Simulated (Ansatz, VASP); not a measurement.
**La: VASP beside Ansatz**

```
CELL_PARAMETERS angstrom
3.57773 0.00000 0.00000
-1.78887 3.09841 0.00000
0.00000 0.00000 5.90181
ATOMIC_POSITIONS crystal
La 0.33333 0.66667 0.25000
La 0.66667 0.33333 0.75000
```

Alike in both runs: functional LDA; k mesh 13 × 13 × 7; occupations fermi-dirac, width 0.05 eV; no spin polarisation.

Ansatz relaxed the structure, and its values are those at the end. VASP's run is a single point on that final structure, the one shown.

|  | VASP | Ansatz |
| --- | --- | --- |
| version | VASP 6.6.1 | Ansatz 0.2.0 |
| potentials or method | VASP PAW LDA potentials, release 64 (La) | PAW with Ansatz's default frozen-core files, scalar-relativistic |
| plane-wave cutoff (eV) | 520 | 420 |
| valence electrons in the cell | 22 | 22 |

```tsv
	VASP	Ansatz	Ansatz less VASP
pressure (GPa)	-0.1	0.0	+0.11
```

LDA's correlation is that of Perdew and Zunger in VASP and of Perdew and Wang (1992) in Ansatz.

Spin-orbit coupling is off throughout.
